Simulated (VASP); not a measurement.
Crystal: Sc3Be.

```
CELL_PARAMETERS angstrom
4.00046 0.00000 0.00000
0.00000 4.00046 0.00000
0.00000 0.00000 4.00046
ATOMIC_POSITIONS crystal
Sc 0.00000 0.50000 0.50000
Sc 0.50000 0.00000 0.50000
Sc 0.50000 0.50000 0.00000
Be 0.00000 0.00000 0.00000
```

```yaml
Program: VASP 6.6.1
Task: relaxation of cell and atoms
Functional: PBE
Potentials_or_basis: VASP PAW PBE potentials, release 64 (Sc_sv, Be)
Cutoff: 600 eV
k_mesh: 4 × 4 × 4
Occupations: gaussian, width 0.1 eV
Spin: no spin polarisation
```

At the start: pressure 19.2 GPa; volume 16.01 Å³/atom.

**Question.** Where does the relaxation end?

**Answer.** Over 3 steps the energy falls by 211.8 meV/atom and the volume is 20.05 Å³/atom (+25.3 %); space group Pm-3m (No. 221, to 0.1 Å) before and after.

The path:
```
step  energy change (eV)  largest force (eV/Å)  pressure (GPa)  volume (Å³)
   1              0.0000                0.0000           19.23        64.02
   2             -0.8239                0.0000           -2.25        83.52
   3             -0.8471                0.0000            0.10        80.19
```

Final structure:
```cif
data_structure
_symmetry_space_group_name_H-M 'P 1'
_symmetry_Int_Tables_number 1
_cell_length_a 4.3123
_cell_length_b 4.3123
_cell_length_c 4.3123
_cell_angle_alpha 90.000
_cell_angle_beta 90.000
_cell_angle_gamma 90.000
_cell_volume 80.19
loop_
_atom_site_label
_atom_site_type_symbol
_atom_site_fract_x
_atom_site_fract_y
_atom_site_fract_z
_atom_site_occupancy
Sc1 Sc 0.00000 0.50000 0.50000 1
Sc2 Sc 0.50000 0.00000 0.50000 1
Sc3 Sc 0.50000 0.50000 0.00000 1
Be1 Be 0.00000 0.00000 0.00000 1
```

Caveat: the k points lie up to 0.36 Å⁻¹ apart in the final cell, too coarse for converged energies and pressures of a metal; the volume moved by over 15 % at a fixed basis, so the end points are rough.
